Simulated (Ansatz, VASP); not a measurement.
# Two plane-wave programs on Zr3S2

```xyz
5
Lattice="-2.6584 2.6584 4.0730 2.6584 -2.6584 4.0730 2.6584 2.6584 -4.0730" Properties=species:S:1:pos:R:3 pbc="T T T"
Zr    0.0000    0.0000    5.8961
Zr    0.0000    0.0000    2.2499
Zr    0.0000    0.0000    0.0000
S     0.0000    2.6584    2.0365
S     0.0000    0.0000    4.0730
```

Alike in both runs: task relaxation of cell and atoms; functional PBE; k mesh 4 × 4 × 4; occupations gaussian, width 0.1 eV; no spin polarisation.

|  | VASP | Ansatz |
| --- | --- | --- |
| version | VASP 6.6.1 | Ansatz 0.2.0 |
| potentials or method | VASP PAW PBE potentials, release 64 (Zr_sv, S), cutoff 600 eV | scalar-relativistic, plane waves, PAW |
| valence electrons in the cell | 48 | 48 |

|  | VASP | Ansatz | Ansatz less VASP |
| --- | --- | --- | --- |
| gap on the k mesh at the Fermi level, each at its own relaxed structure (eV) | none | none | - |
| relaxed volume (Å³/atom) | 24.62 | 21.72 | -2.905 |
| relaxed cell length with the largest relative difference (Å) | 6.645 | 9.008 | +2.3630 |

A gap of «none» marks a metal or a gap that the smearing closes. One of these differences is far larger than is usual between the two programs; its cause wasn't traced.

The k mesh is coarse, so the values compare programs but aren't converged.
